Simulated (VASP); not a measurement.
Input of a VASP 6.6.1 run:

INCAR

```
SYSTEM = Si
  ALGO = Normal
  EDIFF = 1E-6
  ENCUT = 500
  GGA_COMPAT = .FALSE.
  ISIF = 2
  ISMEAR = -1
  LASPH = .TRUE.
  LCHARG = .TRUE.
  LELF = .TRUE.
  LREAL = .FALSE.
  LVHAR = .TRUE.
  LWAVE = .FALSE.
  NBANDS = 8
  NELM = 120
  PREC = Accurate
  SIGMA = 0.05
```

Contents of KPOINTS:

```
k-points
0
G
  10 10 10
  0 0 0
```

Contents of POSCAR:

```
Si
1.0
    2.5042936946      0.0000000000      0.0000000000
    0.0000000000      2.5042936946      0.0000000000
    0.0000000000      0.0000000000      2.5042936946
Si
1
Direct
    0.0000000000      0.0000000000      0.0000000000
```

Potentials or basis: VASP PAW LDA potentials, release 64 (Si).

Command:

```sh
$ cat potpaw_LDA.64/Si/POTCAR > POTCAR
$ mpirun -np 1 vasp_std > vasp.out
```

**Question.** What does it give for the band gap on the k mesh?

**Answer.** Zero (band 2 reaches 16.09 eV, above the bottom of band 3 at 5.67 eV).

**Question.** Estimate the pressure.

**Answer.** 0.1 GPa.
